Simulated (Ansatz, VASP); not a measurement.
## HgTe in VASP and in Ansatz

```
Hg Te
1.0
     0.00000    3.23982    3.23982
     3.23982    0.00000    3.23982
     3.23982    3.23982    0.00000
Hg Te
1 1
Cartesian
  0.0000 0.0000 0.0000
  1.6199 1.6199 1.6199
```

Change from the starting cell: hydrostatic strain -1.5%.

Alike in both runs: task single point; functional PBE; k mesh 6 × 6 × 6; occupations fermi-dirac, width 0.02 eV; no spin polarisation.

```csv
,VASP,Ansatz
version,VASP 6.6.1,Ansatz 0.2.0
potentials or method,"VASP PAW PBE potentials, release 64 (Hg, Te)","plane waves, PAW"
plane-wave cutoff (eV),520,420
valence electrons in the cell,18,36
```

```csv
,VASP,Ansatz,Ansatz less VASP
pressure (GPa),3.4,3.3,-0.07
```

VASP's potentials hold 18 valence electrons a cell and Ansatz's 36, so a difference there can come from the potentials and not from the codes.

Spin-orbit coupling is off throughout.
